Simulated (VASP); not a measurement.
# SiO2 (I-42d) in VASP: further runs

The runs below take SiO2 through single point, relaxation of cell and atoms, with PBE.

All numbers are computed with VASP 6.6.1; they aren't measurements. Logs are shortened: lines on timing, memory, paths and dates and some standing lists are left out, and cuts for length are marked.

### 1 The cell of the first run

It takes space group I-42d (No. 122, tetragonal). Conventional cell: a = 5.026 Å, b = 5.026 Å, c = 7.376 Å, α = 90.00°, β = 90.00°, γ = 90.00°. Si (site symmetry -4) has 4 O at 1.63 Å within 2.2 Å. Within 2.2 Å of O (site symmetry 2) lie 2 Si at 1.63 Å.

### 2 Single point, PBE

INCAR

```
ALGO     = Normal         # electronic algorithm
EDIFF    = 1E-6           # SCF threshold, eV
ENCUT    = 520            # plane-wave cutoff, eV
GGA      = PE             # functional
ISIF     = 2              # what is computed and relaxed
ISMEAR   = 0              # smearing method
LASPH    = True           # aspherical terms in the spheres
LCHARG   = False          # write CHGCAR
LREAL    = False          # projectors in reciprocal space
LWAVE    = False          # write WAVECAR
NBANDS   = 25             # bands
NELM     = 60             # most SCF steps
PREC     = Accurate       # precision mode
SIGMA    = 0.02           # smearing width, eV
```

KPOINTS

```
k-points
0
Gamma
  6 6 6
```

POSCAR

```
SiO2
1.0
   -2.5130984552      2.5130984552      3.6880568758
    2.5130984552     -2.5130984552      3.6880568758
    2.5130984552      2.5130984552     -3.6880568758
Si O
2 4
Direct
    0.0000000000      0.0000000000      0.0000000000
    0.7500000000      0.2500000000      0.5000000000
    0.3750000000      0.2171952732      0.3421952732
    0.7828047268      0.1250000000      0.1578047268
    0.8750000000      0.0328047268      0.6578047268
    0.9671952732      0.6250000000      0.8421952732
```

Potentials or basis: VASP PAW PBE potentials, release 64 (Si, O).

Run with:

```console
$ cat potpaw_PBE.64/Si/POTCAR potpaw_PBE.64/O/POTCAR > POTCAR
$ mpirun -np 1 vasp_std > vasp.out
```

OUTCAR:

```text
EDIFF = 1E-6
   ENCUT = 520
   GGA = PE
   ISIF = 2
   ISMEAR = 0
   LASPH = True
   LREAL = False
   NELM = 60
   PREC = Accurate

 ion  position               nearest neighbor table
   1  0.000  0.000  0.000-   4 1.63   5 1.63   6 1.63   3 1.63   2 3.12   2 3.12   2 3.12   2 3.12

   2  0.750  0.250  0.500-   5 1.63   4 1.63   3 1.63   6 1.63   1 3.12   1 3.12   1 3.12   1 3.12

   3  0.375  0.217  0.342-   2 1.63   1 1.63
   4  0.783  0.125  0.158-   1 1.63   2 1.63
   5  0.875  0.033  0.658-   2 1.63   1 1.63
   6  0.967  0.625  0.842-   1 1.63   2 1.63

  LATTYP: Found a body centered tetragonal cell.
 ALAT       =     5.0261969104
 C/A-ratio  =     1.4675337801

  Lattice vectors:

 A1 = (  -2.5130984552,   2.5130984552,   3.6880568758)
 A2 = (   2.5130984552,  -2.5130984552,   3.6880568758)
 A3 = (   2.5130984552,   2.5130984552,  -3.6880568758)

Analysis of symmetry for initial positions (statically):
=====================================================================
 Subroutine PRICEL returns:
 Original cell was already a primitive cell.

 Routine SETGRP: Setting up the symmetry group for a
 body centered tetragonal supercell.

 Subroutine GETGRP returns: Found  8 space group operations
 (whereof  4 operations were pure point group operations)
 out of a pool of 16 trial point group operations.

The static configuration has the point symmetry S_4 .
 The point group associated with its full space group is D_2d.

Analysis of symmetry for dynamics (positions and initial velocities):
=====================================================================
 Subroutine PRICEL returns:
 Original cell was already a primitive cell.

 Routine SETGRP: Setting up the symmetry group for a
 body centered tetragonal supercell.

 Subroutine GETGRP returns: Found  8 space group operations
 (whereof  4 operations were pure point group operations)
 out of a pool of 16 trial point group operations.

The dynamic configuration has the point symmetry S_4 .
 The point group associated with its full space group is D_2d.

 Subroutine INISYM returns: Found  8 space group operations
 (whereof  4 operations are pure point group operations),
 and found     1 'primitive' translations

----------------------------------------------------------------------------------------

                                     Primitive cell

  volume of cell :      93.1701

  direct lattice vectors                    reciprocal lattice vectors
    -2.513098455  2.513098455  3.688056876     0.000000000  0.198957585  0.135572747
     2.513098455 -2.513098455  3.688056876     0.198957585  0.000000000  0.135572747
     2.513098455  2.513098455 -3.688056876     0.198957585  0.198957585  0.000000000

  length of vectors
     5.121824988  5.121824988  5.121824988     0.240757327  0.240757327  0.281368515

  position of ions in fractional coordinates (direct lattice)
     0.000000000  0.000000000  0.000000000
     0.750000000  0.250000000  0.500000000
     0.375000000  0.217195273  0.342195273
     0.782804727  0.125000000  0.157804727
     0.875000000  0.032804727  0.657804727
     0.967195273  0.625000000  0.842195273

  ion indices of the primitive-cell ions
   primitive index   ion index
                 1           1
                 2           2
                 3           3
                 4           4
                 5           5
                 6           6

----------------------------------------------------------------------------------------

 KPOINTS: k-points

Automatic generation of k-mesh.
 Grid dimensions read from file:
 generate k-points for:    6    6    6

 Generating k-lattice:

  Cartesian coordinates                     Fractional coordinates (reciprocal lattice)
     0.000000000  0.033159598  0.022595458     0.166666667  0.000000000  0.000000000
     0.033159598  0.000000000  0.022595458     0.000000000  0.166666667  0.000000000
     0.033159598  0.033159598  0.000000000     0.000000000  0.000000000  0.166666667

  Length of vectors
     0.040126221  0.040126221  0.046894753

  Shift w.r.t. Gamma in fractional coordinates (k-lattice)
     0.000000000  0.000000000  0.000000000

 Subroutine IBZKPT returns following result:
 ===========================================

 Found     30 irreducible k-points:

 Following reciprocal coordinates:
            Coordinates               Weight
  0.000000  0.000000  0.000000      1.000000
  0.166667  0.000000  0.000000      8.000000
  0.333333  0.000000 -0.000000      8.000000
  0.500000  0.000000 -0.000000      4.000000
  0.166667  0.166667 -0.000000      8.000000
  0.333333  0.166667 -0.000000     16.000000
[... 16 lines left out ...]
 -0.333333 -0.333333  0.166667      8.000000
 -0.166667 -0.333333  0.166667      8.000000
 [... further k-points ...]
   k-points           NKPTS =     30   k-points in BZ     NKDIM =     30   number of bands    NBANDS=     25
   number of dos      NEDOS =    301   number of ions     NIONS =      6
   total plane-waves  NPLWV =  64000
   dimension x,y,z NGX =    40 NGY =   40 NGZ =   40
   dimension x,y,z NGXF=    80 NGYF=   80 NGZF=   80
   ions per type =               2   4
   NGX,Y,Z   is equivalent  to a cutoff of  12.98, 12.98, 12.98 a.u.
   NGXF,Y,Z  is equivalent  to a cutoff of  25.97, 25.97, 25.97 a.u.
 SYSTEM =  unknown system
   PREC   = accura    normal or accurate (medium, high low for compatibility)
   ISTART =      0    job   : 0-new  1-cont  2-samecut
   ICHARG =      2    charge: 1-file 2-atom 10-const
   ISPIN  =      1    spin polarized calculation?
   LNONCOLLINEAR =      F non collinear calculations
   LSORBIT =      F    spin-orbit coupling
   LASPH  =      T    aspherical Exc in radial PAW
   ENCUT  =  520.0 eV  38.22 Ry    6.18 a.u.   9.52  9.52  9.52*2*pi/ulx,y,z
   NELM   =     60;   NELMIN=  2; NELMDL= -5     # of ELM steps
   EDIFF  = 0.1E-05   stopping-criterion for ELM
   LREAL  =      F    real-space projection
[... 7 lines left out ...]
   TEBEG  =    0.0;   TEEND  =   0.0 temperature during run
   PSTRESS=    0.0 pullay stress
   NELECT =      32.0000    total number of electrons
   NUPDOWN=      -1.0000    fix difference up-down
   EMIN   =  10.00;   EMAX   =-10.00  energy-range for DOS
   EFERMI =   0.00;   METHOD = LEGACY
   ISMEAR =     0;   SIGMA  =   0.02  broadening in eV -4-tet -1-fermi 0-gaus
   EFERMI_NEDOS =   21; number of points for ismear=-14 and -15
   IALGO  =     38    algorithm
   IMIX   =      4    mixing-type and parameters
     AMIX     =   0.40;   BMIX     =  1.00
     AMIX_MAG =   1.60;   BMIX_MAG =  1.00
  volume/ion in A,a.u.               =      15.53       104.79
  Fermi-wavevector in a.u.,A,eV,Ry     =   1.146479  2.166530 17.883677  1.314413
  Thomas-Fermi vector in A             =   2.283163
   LORBIT       =      0    0 simple, 1 ext, 2 COOP (PROOUT), +10 PAW based schemes
   GGA     = PE    functional components
   LHFCALC =     F    Hartree Fock is set to
   AEXX    =    0.0000 exact exchange contribution
   IVDW    =     0    specifies the selected vdW correction
   LEPSILON=     F    determine dielectric tensor
   LRPA    =     F    only Hartree local field effects (RPA)
 non-spin polarized calculation
 Gauss-broadening in eV      SIGMA  =   0.02
  energy-cutoff  :      520.00
  volume of cell :       93.17
 maximum number of plane-waves:      2531
 NGX is ok and might be reduce to    40
   NGX = 19   NGY = 19   NGZ = 19

 number of electron      31.9999995 magnetization

 Free energy of the ion-electron system (eV)
  ---------------------------------------------------
  ext. energy  EPLUGINS =         0.00000000
  ---------------------------------------------------
  free energy    TOTEN  =       -47.49221612 eV

  energy without entropy =      -47.49221612  energy(sigma->0) =      -47.49221612

 E-fermi :  -0.5409     XC(G=0):  -8.0085

 val. band max:       -0.6387291019   @ k =   0.0000   0.0000   0.0000
 cond. band min:       5.0962190916   @ k =   0.0000   0.0000   0.0000
 fundamental gap:      5.7349481936
 Fermi energy:        -0.5408842186

 k-point     1 :       0.0000    0.0000    0.0000
  band No.  band energies     occupation
      1     -19.7404      2.00000
      2     -17.7400      2.00000
      3     -17.7400      2.00000
      4     -17.6838      2.00000
      5      -9.8696      2.00000
      6      -6.1261      2.00000
[... 17 lines left out ...]
     24      12.2205      0.00000
     25      12.8767      0.00000

 k-point     2 :       0.1667    0.0000    0.0000
  band No.  band energies     occupation
      1     -19.6610      2.00000
      2     -17.8614      2.00000
      3     -17.7441      2.00000
      4     -17.7031      2.00000
      5      -9.6563      2.00000
      6      -6.2004      2.00000
[... 17 lines left out ...]
     24      12.1770      0.00000
     25      12.5939      0.00000

 k-point     3 :       0.3333    0.0000   -0.0000
  band No.  band energies     occupation
      1     -19.4600      2.00000
      2     -18.1688      2.00000
      3     -17.7514      2.00000
      4     -17.7149      2.00000
      5      -9.1682      2.00000
      6      -6.4645      2.00000
[... 17 lines left out ...]
     24      11.8509      0.00000
     25      12.8447      0.00000

 k-point     4 :       0.5000    0.0000   -0.0000
  band No.  band energies     occupation
      1     -19.3169      2.00000
      2     -18.3638      2.00000
      3     -17.7545      2.00000
      4     -17.7202      2.00000
      5      -8.8691      2.00000
      6      -6.6598      2.00000
[... 17 lines left out ...]
     24      12.2405      0.00000
     25      12.5133      0.00000

 k-point     5 :       0.1667    0.1667   -0.0000
  band No.  band energies     occupation
      1     -19.5361      2.00000
      2     -18.0486      2.00000
      3     -17.7518      2.00000
      4     -17.7187      2.00000
      5      -9.3346      2.00000
      6      -6.3985      2.00000
[... 17 lines left out ...]
     24      12.2355      0.00000
     25      12.7110      0.00000

 k-point     6 :       0.3333    0.1667   -0.0000
  band No.  band energies     occupation
      1     -19.3204      2.00000
      2     -18.3508      2.00000
      3     -17.7582      2.00000
      4     -17.7266      2.00000
      5      -8.8434      2.00000
      6      -6.7750      2.00000
[... 17 lines left out ...]
     24      12.1920      0.00000
     25      12.7395      0.00000
[... 393 lines left out ...]
 k-point    21 :      -0.3333    0.5000    0.1667
  band No.  band energies     occupation
      1     -19.0951      2.00000
      2     -18.6133      2.00000
      3     -17.7634      2.00000
      4     -17.7474      2.00000
      5      -8.3218      2.00000
      6      -7.2648      2.00000
[... 17 lines left out ...]
     24      12.1415      0.00000
     25      12.6715      0.00000

 k-point    22 :      -0.1667    0.5000    0.1667
  band No.  band energies     occupation
      1     -19.2592      2.00000
      2     -18.4227      2.00000
      3     -17.7593      2.00000
      4     -17.7386      2.00000
      5      -8.6977      2.00000
      6      -6.8297      2.00000
[... 17 lines left out ...]
     24      12.3425      0.00000
     25      12.7100      0.00000

 k-point    23 :      -0.3333   -0.3333    0.1667
  band No.  band energies     occupation
      1     -19.2619      2.00000
      2     -18.4091      2.00000
      3     -17.7636      2.00000
      4     -17.7484      2.00000
      5      -8.6602      2.00000
      6      -6.8856      2.00000
[... 17 lines left out ...]
     24      12.2800      0.00000
     25      12.8807      0.00000

 k-point    24 :      -0.1667   -0.3333    0.1667
  band No.  band energies     occupation
      1     -19.4610      2.00000
      2     -18.1428      2.00000
      3     -17.7549      2.00000
      4     -17.7428      2.00000
      5      -9.1298      2.00000
      6      -6.4526      2.00000
[... 17 lines left out ...]
     24      12.1800      0.00000
     25      12.7847      0.00000

 [... further k-points ...]
[... 5 lines left out ...]
  --------------------------------------------------------------------------------------
  -------------------------------------------------------------------------------------
  Total        0.0680515      0.0680515      0.0812994      0.0000000      0.0000000      0.0000000
  in kB        1.1702318      1.1702318      1.3980452      0.0000000      0.0000000      0.0000000
  external PRESSURE =       1.2461696 kB  Pullay stress =       0.0000000 kB

 VOLUME and BASIS-vectors are now :
 -----------------------------------------------------------------------------
  energy-cutoff  :      520.00
  volume of cell :       93.17
      direct lattice vectors                 reciprocal lattice vectors
    -2.513098455  2.513098455  3.688056876     0.000000000  0.198957585  0.135572747
     2.513098455 -2.513098455  3.688056876     0.198957585  0.000000000  0.135572747
     2.513098455  2.513098455 -3.688056876     0.198957585  0.198957585  0.000000000

 POSITION                                       TOTAL-FORCE (eV/Angst)
 -----------------------------------------------------------------------------------
      0.00000      0.00000      0.00000        -0.000000      0.000000      0.000000
     -0.00000      2.51310      1.84403        -0.000000      0.000000      0.000000
      0.46339      1.25655      0.92201        -0.004113      0.000000     -0.000000
     -1.25655      2.04971      2.76604        -0.000000      0.004113      0.000000
     -0.46339      3.76965      0.92201         0.004113     -0.000000      0.000000
      1.25655      2.97649      2.76604         0.000000     -0.004113     -0.000000
 -----------------------------------------------------------------------------------
    total drift:                                0.000004      0.000004      0.000003

  FREE ENERGIE OF THE ION-ELECTRON SYSTEM (eV)
  ---------------------------------------------------
  free  energy   TOTEN  =       -47.4922161175 eV

  energy  without entropy=      -47.4922161175  energy(sigma->0) =      -47.49221612
```

Run time: 96 s. Hardware: 1 thread of Intel Xeon Platinum 8175M at 2.50GHz (Skylake/Cascade Lake), shared host; peak memory 0.24 GiB.

What came out:

```
Free energy            : -47.4922 eV
Pressure               : 0.1 GPa
Largest force          : 0.004 eV/Å
Band gap on the k mesh : 5.73 eV
```

Forces in eV/Å, atoms in the order of the input:
```
Si   0.000  0.000  0.000
Si   0.000  0.000  0.000
O   -0.004  0.000  0.000
O    0.000  0.004  0.000
O    0.004  0.000  0.000
O    0.000 -0.004  0.000
```

### 3 Relaxation of cell and atoms, PBE

This run uses another cell than the first one, of 15.20 Å³/atom.

INCAR

```
  ALGO = Normal
  EDIFF = 1E-7
  EDIFFG = -0.01
  ENCUT = 600
  GGA = PE
  IBRION = 2
  ISIF = 3
  ISMEAR = 0
  LASPH = True
  LCHARG = False
  LREAL = False
  LWAVE = False
  NELM = 80
  NSW = 100
  PREC = Accurate
  SIGMA = 0.02
```

KPOINTS is that of step 2.

POSCAR

```
SiO2
1.0
   -2.4849820223      2.4849820223      3.6931499724
    2.4849820223     -2.4849820223      3.6931499724
    2.4849820223      2.4849820223     -3.6931499724
Si O
2 4
Direct
    0.0000000000      0.0000000000      0.0000000000
    0.7500000000      0.2500000000      0.5000000000
    0.3750000000      0.2258922541      0.3508922541
    0.7741077459      0.1250000000      0.1491077459
    0.8750000000      0.0241077459      0.6491077459
    0.9758922541      0.6250000000      0.8508922541
```

Potentials or basis: VASP PAW PBE potentials, release 64 (Si, O).

Run with:

```console
$ cat potpaw_PBE.64/Si/POTCAR potpaw_PBE.64/O/POTCAR > POTCAR
$ mpirun -np 1 vasp_std > vasp.out
```

Run time: 13 min. Hardware: 1 thread of Intel Xeon Platinum 8175M at 2.50GHz (Skylake/Cascade Lake), shared host; peak memory 0.28 GiB.

The run converged. Its results:

* Free energy: -47.5033 eV
* Relaxed volume: 15.52 Å³/atom
* Relaxed cell: a = 5.122 Å, b = 5.122 Å, c = 5.122 Å, α = 121.27°, β = 121.27°, γ = 87.81°
* Space group after relaxing (to 0.1 Å): I-42d (No. 122)
* Energy gained by relaxing: 0.6 meV/atom
* Ionic steps: 16
* Pressure after relaxing: 0.1 GPa
* Largest force after relaxing: 0.004 eV/Å
* Band gap on the k mesh: 5.74 eV

Forces in eV/Å, atoms in the order of the input:
```
Si   0.000  0.000  0.000
Si   0.000  0.000  0.000
O    0.004  0.000  0.000
O    0.000 -0.004  0.000
O   -0.004  0.000  0.000
O    0.000  0.004  0.000
```

The path:
```csv
step,energy change (eV),largest force (eV/Å),pressure (GPa),volume (Å³)
1,0.0000,0.0304,0.09,91.22
2,-0.0003,0.0353,0.00,91.34
3,-0.0009,0.0508,-0.25,91.68
4,-0.0010,0.0805,-0.75,92.37
5,-0.0011,0.0669,-0.53,92.06
6,-0.0012,0.0660,-0.52,92.07
7,-0.0014,0.0634,-0.49,92.10
8,-0.0017,0.0581,-0.43,92.16
9,-0.0023,0.0478,-0.32,92.28
10,-0.0029,0.0270,-0.09,92.51
11,-0.0023,0.0105,0.35,92.98
12,-0.0030,0.0154,0.04,92.64
13,-0.0030,0.0144,0.04,92.66
14,-0.0032,0.0116,0.05,92.73
15,-0.0036,0.0062,0.06,92.86
16,-0.0038,0.0042,0.08,93.13
```

Final structure:
```yaml
crystal:
  lattice:
    - [-2.51170, 2.51170, 3.69047]
    - [2.51170, -2.51170, 3.69047]
    - [2.51170, 2.51170, -3.69047]
  atoms:
    - { symbol: Si, position: [0.00000, 0.00000, 0.00000] }
    - { symbol: Si, position: [0.75000, 0.25000, 0.50000] }
    - { symbol: O, position: [0.37500, 0.21697, 0.34197] }
    - { symbol: O, position: [0.78303, 0.12500, 0.15803] }
    - { symbol: O, position: [0.87500, 0.03302, 0.65803] }
    - { symbol: O, position: [0.96698, 0.62500, 0.84198] }
```

Levels at points of the mesh, in eV from the valence-band top:
| k point | band 14 | band 15 | band 16 | band 17 | band 18 | band 19 |
| --- | --- | --- | --- | --- | --- | --- |
| (0.00, 0.00, 0.00) | -0.65 | 0.00 | 0.00 | 5.74 | 8.72 | 10.23 |
| (0.50, 0.00, 0.00) | -0.79 | -0.52 | -0.13 | 7.94 | 8.83 | 9.58 |
| (0.50, 0.50, 0.00) | -0.98 | -0.36 | -0.36 | 8.91 | 8.91 | 10.03 |
| (0.50, 0.50, 0.50) | -1.43 | -0.34 | -0.34 | 8.73 | 8.73 | 10.20 |

A k mesh can miss the band edges.
